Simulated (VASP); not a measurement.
Here is a VASP 6.6.1 calculation.

The input INCAR:

```
PREC = Accurate
ENCUT = 520
EDIFF = 1E-6
ISMEAR = 0
SIGMA = 0.1
LREAL = F
LASPH = T
NELM = 100
ALGO = Normal
ISIF = 2
LWAVE = F
LCHARG = F
GGA = PS
NBANDS = 30
```

Contents of KPOINTS:

```
Automatic mesh
0
Gamma
  4 4 4
  0.5 0.5 0.5
```

File POSCAR:

```
In3Sb
1.0
    4.8369620000      0.0000000000      0.0000000000
    0.0000000000      4.8369620000      0.0000000000
    0.0000000000      0.0000000000      4.8369620000
In Sb
3 1
Direct
    0.5000000000      0.5000000000      0.0000000000
    0.5000000000      0.0000000000      0.5000000000
    0.0000000000      0.5000000000      0.5000000000
    0.0000000000      0.0000000000      0.0000000000
```

Potentials or basis: VASP PAW PBE potentials, release 64 (In_d, Sb).

Run with:

```console
$ cat potpaw_PBE.64/In_d/POTCAR potpaw_PBE.64/Sb/POTCAR > POTCAR
$ mpirun -np 1 vasp_std > vasp.out
```

Task: Predict the pressure.

Result: -2.8 GPa.

Task: What does it give for the band gap on the k mesh?

Result: Zero (bands 22 and 23 overlap by 0.61 eV).

Caveat: semilocal functionals underestimate gaps, so a narrow gap can read as zero; the PAW data sets were made with another functional, which shifts forces and pressure a little; spin-orbit coupling is left out, which moves the levels of the heavy elements.
